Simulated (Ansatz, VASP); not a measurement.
## Se in VASP and in Ansatz

File INCAR:

```
SYSTEM = Se
PREC = Accurate
ENCUT = 520
EDIFF = 1E-6
ISMEAR = -1
SIGMA = 0.1
LREAL = .FALSE.
LASPH = .TRUE.
NELM = 60
ALGO = Normal
ISIF = 2
LWAVE = .FALSE.
LCHARG = .FALSE.
GGA = CA
NBANDS = 13
```

KPOINTS

```
Automatic mesh
0
G
  12 12 9
  0 0 0
```

Contents of POSCAR:

```
Se
1.0
    3.5316642293      0.0000000000      0.0000000000
   -1.7658321147      3.0585109402      0.0000000000
    0.0000000000      0.0000000000      3.8136564791
Se
2
Direct
    0.3333333333      0.6666666667      0.2500000000
    0.6666666667      0.3333333333      0.7500000000
```

Input for Ansatz:

```yaml
crystal:
  lattice:
    - [3.5316642293, 0.0, 0.0]
    - [-1.7658321147, 3.0585109402, 0.0]
    - [0.0, 0.0, 3.8136564791]
  atoms:
    - { symbol: Se, position: [0.3333333333, 0.6666666667, 0.25] }
    - { symbol: Se, position: [0.6666666667, 0.3333333333, 0.75] }
hamiltonian:
  xc: lda
  pseudopotentials:
    kind: paw
    azcp:
      Se: "pseudopotentials/Se.paw.azcp"
basis:
  ecutwfc: 420
  fft_grid_basis: typed
kpoints:
  mp_grid: { grid: [12, 12, 9], shift: [0, 0, 0] }
magnetization:
  spin_polarized: false
scf:
  occupations: { method: fermi_dirac, width: 0.1 }
  lower_state_search: "off"
output:
  stress: true
```

Alike in both runs: task single point; functional LDA; k mesh 12 × 12 × 9; occupations fermi-dirac, width 0.1 eV; no spin polarisation.

|  | VASP | Ansatz |
| --- | --- | --- |
| version | VASP 6.6.1 | Ansatz 0.2.0 |
| potentials or method | VASP PAW LDA potentials, release 64 (Se), cutoff 520 eV | plane waves (420 eV) with PAW, scalar-relativistic |
| valence electrons in the cell | 12 | 32 |

```csv
,VASP,Ansatz,Ansatz less VASP
pressure (GPa),0.0,-0.2,-0.15
"traceless stress, the component that is largest in VASP (GPa)",-0.42,-0.51,-0.090
```

Ansatz warns that its potentials were made for another functional, while VASP's fit it. LDA's correlation is that of Perdew and Zunger in VASP and of Perdew and Wang (1992) in Ansatz. VASP's potentials hold 12 valence electrons a cell and Ansatz's 32, so a difference there can come from the potentials and not from the codes.
